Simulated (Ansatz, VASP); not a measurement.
One calculation of SiAs3, two programs

```
CELL_PARAMETERS angstrom
3.71322 2.14383 3.52704
-3.71322 2.14383 3.52704
0.00000 -4.28765 3.52704
ATOMIC_POSITIONS crystal
Si 0.27014 0.27014 0.27014
Si 0.72986 0.72986 0.72986
As 0.77383 0.27588 0.77383
As 0.77383 0.77383 0.27588
As 0.27588 0.77383 0.77383
As 0.22617 0.72412 0.22617
As 0.72412 0.22617 0.22617
As 0.22617 0.22617 0.72412
```

Change from the starting cell: species swapped into the SnP3 type (R-3m, No. 166).

Alike in both runs: functional PBE; k mesh 6 × 6 × 6; occupations gaussian, width 0.1 eV; no spin polarisation.

Ansatz relaxed the structure, and its values are those at the end. VASP's run is a single point on that final structure, the one shown.

|  | VASP | Ansatz |
| --- | --- | --- |
| version | VASP 6.6.1 | Ansatz 0.2.0 |
| potentials or method | VASP PAW PBE potentials, release 64 (Si, As_d), cutoff 600 eV | scalar-relativistic, plane waves, PAW |
| valence electrons in the cell | 98 | 98 |

Ansatz gave:

| Quantity | Value |
| --- | --- |
| gap on the k mesh at the Fermi level (eV) | none |
| pressure (GPa) | 0.0 |
| rms of the force components (eV/Å) | 0.001 |

Which values does VASP return?

gap on the k mesh at the Fermi level (eV): none; pressure (GPa): 0.0; rms of the force components (eV/Å): 0.004.

A gap of «none» marks a metal or a gap that the smearing closes.
